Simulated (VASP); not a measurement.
# Mg (P6_3/mmc) in VASP: relaxation of volume and atoms at fixed shape with LDA

Aim: the relaxation of volume and atoms at fixed shape of Mg with LDA.

Everything below comes from runs of VASP 6.6.1. Logs are shortened: lines on timing, memory, paths and dates and some standing lists are left out, and cuts for length are marked.

## (1) The cell of the first run

The structure is hexagonal, space group P6_3/mmc (No. 194). Conventional cell: a = 3.209 Å, b = 3.209 Å, c = 5.210 Å, α = 90.00°, β = 90.00°, γ = 120.00°. Mg (site symmetry -6m2) has 12 Mg at 3.20 to 3.21 Å within 4.2 Å.

## (2) Relaxation of volume and atoms at fixed shape, LDA

File INCAR:

```
SYSTEM = Mg
PREC = Accurate
ENCUT = 840
EDIFF = 1E-7
ISMEAR = 0
SIGMA = 0.05
LREAL = .FALSE.
LASPH = .TRUE.
NELM = 120
ALGO = Normal
ISIF = 8
LWAVE = .FALSE.
LCHARG = .FALSE.
GGA = CA
IBRION = 2
NSW = 80
EDIFFG = -0.01
GGA_COMPAT = .FALSE.
NELMIN = 4
```

File KPOINTS:

```
Automatic mesh
0
G
  8 8 5
  0 0 0
```

File POSCAR:

```
Mg
1.0
    3.2093000000      0.0000000000      0.0000000000
   -1.6046500000      2.7793353300      0.0000000000
    0.0000000000      0.0000000000      5.2103000000
Mg
2
Direct
    0.3333333333      0.6666666667      0.2500000000
    0.6666666667      0.3333333333      0.7500000000
```

Potentials or basis: VASP PAW LDA potentials, release 64 (Mg_sv).

Started as:

```console
$ cat potpaw_LDA.64/Mg_sv/POTCAR > POTCAR
$ mpirun -np 1 vasp_std > vasp.out
```

OUTCAR:

```text
SYSTEM = Mg
   PREC = Accurate
   ENCUT = 840
   EDIFF = 1E-7
   ISMEAR = 0
   LREAL = .FALSE.
   LASPH = .TRUE.
   NELM = 120
   ISIF = 8
   GGA = CA
   IBRION = 2
   NSW = 80
   EDIFFG = -0.01
   NELMIN = 4

 ion  position               nearest neighbor table
   1  0.333  0.667  0.250-
   2  0.667  0.333  0.750-

  LATTYP: Found a hexagonal cell.
 ALAT       =     3.2093000000
 C/A-ratio  =     1.6235004518

  Lattice vectors:

 A1 = (   3.2093000000,   0.0000000000,   0.0000000000)
 A2 = (  -1.6046500000,   2.7793353300,   0.0000000000)
 A3 = (   0.0000000000,   0.0000000000,   5.2103000000)

Analysis of symmetry for initial positions (statically):
=====================================================================
 Subroutine PRICEL returns:
 Original cell was already a primitive cell.

 Routine SETGRP: Setting up the symmetry group for a
 hexagonal supercell.

 Subroutine GETGRP returns: Found 24 space group operations
 (whereof 12 operations were pure point group operations)
 out of a pool of 24 trial point group operations.

The static configuration has the point symmetry D_3d.
 The point group associated with its full space group is D_6h.

Analysis of symmetry for dynamics (positions and initial velocities):
=====================================================================
 Subroutine PRICEL returns:
 Original cell was already a primitive cell.

 Routine SETGRP: Setting up the symmetry group for a
 hexagonal supercell.

 Subroutine GETGRP returns: Found 24 space group operations
 (whereof 12 operations were pure point group operations)
 out of a pool of 24 trial point group operations.

The dynamic configuration has the point symmetry D_3d.
 The point group associated with its full space group is D_6h.

 Subroutine INISYM returns: Found 24 space group operations
 (whereof 12 operations are pure point group operations),
 and found     1 'primitive' translations

----------------------------------------------------------------------------------------

                                     Primitive cell

  volume of cell :      46.4744

  direct lattice vectors                    reciprocal lattice vectors
     3.209300000  0.000000000  0.000000000     0.311594429  0.179899127  0.000000000
    -1.604650000  2.779335330  0.000000000     0.000000000  0.359798254  0.000000000
     0.000000000  0.000000000  5.210300000     0.000000000  0.000000000  0.191927528

  length of vectors
     3.209300000  3.209300001  5.210300000     0.359798255  0.359798254  0.191927528

  position of ions in fractional coordinates (direct lattice)
     0.333333333  0.666666667  0.250000000
     0.666666667  0.333333333  0.750000000

  ion indices of the primitive-cell ions
   primitive index   ion index
                 1           1
                 2           2

----------------------------------------------------------------------------------------

 KPOINTS: Automatic mesh

Automatic generation of k-mesh.
 Grid dimensions read from file:
 generate k-points for:    8    8    5

 Generating k-lattice:

  Cartesian coordinates                     Fractional coordinates (reciprocal lattice)
     0.038949304  0.022487391  0.000000000     0.125000000 -0.000000000  0.000000000
     0.000000000  0.044974782  0.000000000     0.000000000  0.125000000  0.000000000
     0.000000000  0.000000000  0.038385506     0.000000000  0.000000000  0.200000000

  Length of vectors
     0.044974782  0.044974782  0.038385506

  Shift w.r.t. Gamma in fractional coordinates (k-lattice)
     0.000000000  0.000000000  0.000000000

 Subroutine IBZKPT returns following result:
 ===========================================

 Found     30 irreducible k-points:

 Following reciprocal coordinates:
            Coordinates               Weight
  0.000000  0.000000  0.000000      1.000000
  0.125000  0.000000  0.000000      6.000000
  0.250000  0.000000  0.000000      6.000000
  0.375000  0.000000  0.000000      6.000000
  0.500000  0.000000  0.000000      3.000000
  0.125000  0.125000  0.000000      6.000000
[... 16 lines left out ...]
  0.250000  0.000000  0.400000     12.000000
  0.375000  0.000000  0.400000     12.000000
 [... further k-points ...]
   k-points           NKPTS =     30   k-points in BZ     NKDIM =     30   number of bands    NBANDS=     14
   number of dos      NEDOS =    301   number of ions     NIONS =      2
   total plane-waves  NPLWV =  45000
   dimension x,y,z NGX =    30 NGY =   30 NGZ =   50
   dimension x,y,z NGXF=    60 NGYF=   60 NGZF=  100
   ions per type =               2
   NGX,Y,Z   is equivalent  to a cutoff of  15.54, 15.54, 15.95 a.u.
   NGXF,Y,Z  is equivalent  to a cutoff of  31.08, 31.08, 31.91 a.u.
 SYSTEM =  Mg
   PREC   = accura    normal or accurate (medium, high low for compatibility)
   ISTART =      0    job   : 0-new  1-cont  2-samecut
   ICHARG =      2    charge: 1-file 2-atom 10-const
   ISPIN  =      1    spin polarized calculation?
   LNONCOLLINEAR =      F non collinear calculations
   LSORBIT =      F    spin-orbit coupling
   LASPH  =      T    aspherical Exc in radial PAW
   ENCUT  =  840.0 eV  61.74 Ry    7.86 a.u.   7.58  7.58 12.31*2*pi/ulx,y,z
   NELM   =    120;   NELMIN=  4; NELMDL= -5     # of ELM steps
   EDIFF  = 0.1E-06   stopping-criterion for ELM
   LREAL  =      F    real-space projection
   EDIFFG = -.1E-01   stopping-criterion for IOM
   NSW    =     80    number of steps for IOM
   IBRION =      2    ionic relax: 0-MD 1-quasi-New 2-CG
   NFREE  =      1    steps in history (QN), initial steepest desc. (CG)
   ISIF   =      8    stress and relaxation
   ISYM   =      2    0-nonsym 1-usesym 2-fastsym
   POTIM  = 0.5000    time-step for ionic-motion
   TEBEG  =    0.0;   TEEND  =   0.0 temperature during run
   PSTRESS=    0.0 pullay stress
   NELECT =      20.0000    total number of electrons
   NUPDOWN=      -1.0000    fix difference up-down
   EMIN   =  10.00;   EMAX   =-10.00  energy-range for DOS
   EFERMI =   0.00;   METHOD = LEGACY
   ISMEAR =     0;   SIGMA  =   0.05  broadening in eV -4-tet -1-fermi 0-gaus
   EFERMI_NEDOS =   21; number of points for ismear=-14 and -15
   IALGO  =     38    algorithm
   IMIX   =      4    mixing-type and parameters
     AMIX     =   0.40;   BMIX     =  1.00
     AMIX_MAG =   1.60;   BMIX_MAG =  1.00
  volume/ion in A,a.u.               =      23.24       156.81
  Fermi-wavevector in a.u.,A,eV,Ry     =   1.235986  2.335675 20.785090  1.527661
  Thomas-Fermi vector in A             =   2.370613
   LORBIT       =      0    0 simple, 1 ext, 2 COOP (PROOUT), +10 PAW based schemes
   GGA     = CA    functional components
   LHFCALC =     F    Hartree Fock is set to
   AEXX    =    0.0000 exact exchange contribution
   IVDW    =     0    specifies the selected vdW correction
   LEPSILON=     F    determine dielectric tensor
   LRPA    =     F    only Hartree local field effects (RPA)
 conjugate gradient relaxation of ions
 non-spin polarized calculation
 Gauss-broadening in eV      SIGMA  =   0.05
  energy-cutoff  :      840.00
  volume of cell :       46.47
 maximum number of plane-waves:      2595
   NGX = 15   NGY = 15   NGZ = 25

--------------------------------------- Ionic step        1  -------------------------------------------

 number of electron      19.9999989 magnetization

 Free energy of the ion-electron system (eV)
  ---------------------------------------------------
  ext. energy  EPLUGINS =         0.00000000
  ---------------------------------------------------
  free energy    TOTEN  =        -3.54407869 eV

  energy without entropy =       -3.54302592  energy(sigma->0) =       -3.54355230

------------------------ aborting loop because EDIFF is reached ----------------------------------------

  FORCE on cell =-STRESS in cart. coord.  units (eV):
  Direction    XX          YY          ZZ          XY          YZ          ZX
  --------------------------------------------------------------------------------------
  -------------------------------------------------------------------------------------
  Total       -0.8323707     -0.8323707     -0.7323061      0.0000000      0.0000000      0.0000000
  in kB      -28.6954716    -28.6954716    -25.2458044      0.0000000      0.0000000      0.0000000
  external PRESSURE =     -27.5455825 kB  Pullay stress =       0.0000000 kB

 VOLUME and BASIS-vectors are now :
 -----------------------------------------------------------------------------
  energy-cutoff  :      840.00
  volume of cell :       46.47
      direct lattice vectors                 reciprocal lattice vectors
     3.209300000  0.000000000  0.000000000     0.311594429  0.179899127  0.000000000
    -1.604650000  2.779335330  0.000000000     0.000000000  0.359798254  0.000000000
     0.000000000  0.000000000  5.210300000     0.000000000  0.000000000  0.191927528
[... 37 lines left out ...]
 POSITION                                       TOTAL-FORCE (eV/Angst)
 -----------------------------------------------------------------------------------
     -0.00000      1.81718      1.27747        -0.000000      0.000000     -0.000000
      1.57372      0.90859      3.83241         0.000000     -0.000000      0.000000
 -----------------------------------------------------------------------------------
    total drift:                               -0.000000      0.000000      0.000000

  FREE ENERGIE OF THE ION-ELECTRON SYSTEM (eV)
  ---------------------------------------------------
  free  energy   TOTEN  =        -3.5722309456 eV

  energy  without entropy=       -3.5708831568  energy(sigma->0) =       -3.57155705

--------------------------------------- Ionic step        3  -------------------------------------------

 number of electron      20.0000016 magnetization

 Free energy of the ion-electron system (eV)
  ---------------------------------------------------
  ext. energy  EPLUGINS =         0.00000000
  ---------------------------------------------------
  free energy    TOTEN  =        -3.57353704 eV

  energy without entropy =       -3.57202407  energy(sigma->0) =       -3.57278055

 E-fermi :   2.5139     XC(G=0):  -9.1741

 val. band max:        2.5128011050   @ k =   0.2500   0.2500   0.2000
 cond. band min:       2.8167939712   @ k =   0.2500   0.1250   0.0000
 fundamental gap:      0.3039928661
 Fermi energy:         2.5139037967

 k-point     1 :       0.0000    0.0000    0.0000
  band No.  band energies     occupation
      1     -72.5796      2.00000
      2     -72.5752      2.00000
      3     -40.0931      2.00000
      4     -40.0511      2.00000
      5     -40.0511      2.00000
      6     -40.0505      2.00000
      7     -40.0447      2.00000
      8     -40.0447      2.00000
      9      -4.6483      2.00000
     10       0.7902      2.00000
     11       1.2677      2.00000
     12      13.7900      0.00000
     13      13.7900      0.00000
     14      13.9630      0.00000

 k-point     2 :       0.1250    0.0000    0.0000
  band No.  band energies     occupation
      1     -72.5792      2.00000
      2     -72.5750      2.00000
      3     -40.0912      2.00000
      4     -40.0556      2.00000
      5     -40.0526      2.00000
      6     -40.0514      2.00000
      7     -40.0494      2.00000
      8     -40.0456      2.00000
      9      -4.3277      2.00000
     10       1.0789      2.00000
[... 362 lines left out ...]
 k-point    24 :       0.3750    0.0000    0.4000
  band No.  band energies     occupation
      1     -72.5753      2.00000
      2     -72.5747      2.00000
      3     -40.0839      2.00000
      4     -40.0805      2.00000
      5     -40.0632      2.00000
      6     -40.0585      2.00000
      7     -40.0560      2.00000
      8     -40.0531      2.00000
      9      -0.9098      2.00000
     10       0.1939      2.00000
     11       3.9587      0.00000
     12       5.0163      0.00000
     13       8.7723      0.00000
     14      10.6975      0.00000

 [... further k-points ...]

------------------------ aborting loop because EDIFF is reached ----------------------------------------

  FORCE on cell =-STRESS in cart. coord.  units (eV):
  Direction    XX          YY          ZZ          XY          YZ          ZX
  --------------------------------------------------------------------------------------
  -------------------------------------------------------------------------------------
  Total       -0.0312362     -0.0312362      0.0759549      0.0000000      0.0000000      0.0000000
  in kB       -1.1596934     -1.1596934      2.8199471      0.0000000      0.0000000      0.0000000
  external PRESSURE =       0.1668534 kB  Pullay stress =       0.0000000 kB

 VOLUME and BASIS-vectors are now :
 -----------------------------------------------------------------------------
  energy-cutoff  :      840.00
  volume of cell :       43.15
      direct lattice vectors                 reciprocal lattice vectors
     3.130983714  0.000000000  0.000000000     0.319388439  0.184399001  0.000000000
    -1.565491857  2.711511437  0.000000000     0.000000000  0.368798002  0.000000000
     0.000000000  0.000000000  5.083153475     0.000000000  0.000000000  0.196728272

 POSITION                                       TOTAL-FORCE (eV/Angst)
 -----------------------------------------------------------------------------------
     -0.00000      1.80767      1.27079        -0.000000      0.000000     -0.000000
      1.56549      0.90384      3.81237         0.000000      0.000000      0.000000
 -----------------------------------------------------------------------------------
    total drift:                               -0.000000      0.000000      0.000000

  FREE ENERGIE OF THE ION-ELECTRON SYSTEM (eV)
  ---------------------------------------------------
  free  energy   TOTEN  =        -3.5735370378 eV

  energy  without entropy=       -3.5720240697  energy(sigma->0) =       -3.57278055

 reached required accuracy - stopping structural energy minimisation
```

It took 58 s on 1 thread of Intel Xeon Platinum 8375C at 2.90GHz (Ice Lake), shared host; peak memory 0.18 GiB.

Results:

```yaml
Free_energy: -3.5735 eV
Relaxed_volume: 21.58 Å³/atom
Relaxed_cell: a = 3.131 Å, b = 3.131 Å, c = 5.083 Å, α = 90.00°, β = 90.00°, γ = 120.00°
Space_group_after_relaxing_to_0.1_Å: P6_3/mmc (No. 194)
Energy_gained_by_relaxing: 14.7 meV/atom
Ionic_steps: 3
Pressure_after_relaxing: 0.0 GPa
Band_gap_on_the_k_mesh: zero (bands 10 and 11 overlap by 2.29 eV)
```

Stress tensor (GPa, compression positive):
```
-0.12  0.00  0.00
 0.00 -0.12  0.00
 0.00  0.00  0.28
```

The path:
| step | energy change (eV) | largest force (eV/Å) | pressure (GPa) | volume (Å³) |
| --- | --- | --- | --- | --- |
| 1 | 0.0000 | 0.0000 | -2.75 | 46.47 |
| 2 | -0.0282 | 0.0000 | -0.62 | 43.84 |
| 3 | -0.0295 | 0.0000 | 0.02 | 43.15 |

Final structure:
```xyz
2
Lattice="3.1310 0.0000 0.0000 -1.5655 2.7115 0.0000 0.0000 0.0000 5.0832" Properties=species:S:1:pos:R:3 pbc="T T T"
Mg    0.0000    1.8077    1.2708
Mg    1.5655    0.9038    3.8124
```

Levels at points of the mesh, in eV from the Fermi level:
| k point | band 6 | band 7 | band 8 | band 9 | band 10 | band 11 | band 12 | band 13 | band 14 |
| --- | --- | --- | --- | --- | --- | --- | --- | --- | --- |
| (0.00, 0.00, 0.00) | -42.56 | -42.56 | -42.56 | -7.16 | -1.72 | -1.25 | 11.28 | 11.28 | 11.45 |
| (0.50, 0.00, 0.00) | -42.57 | -42.57 | -42.56 | -2.19 | -2.17 | 2.76 | 3.10 | 3.44 | 3.85 |

LDA usually gives volumes a few per cent too small. Zero-point motion and thermal expansion aren't in these numbers.

The gap in the log of VASP goes by the Fermi energy; the results here count the filled bands.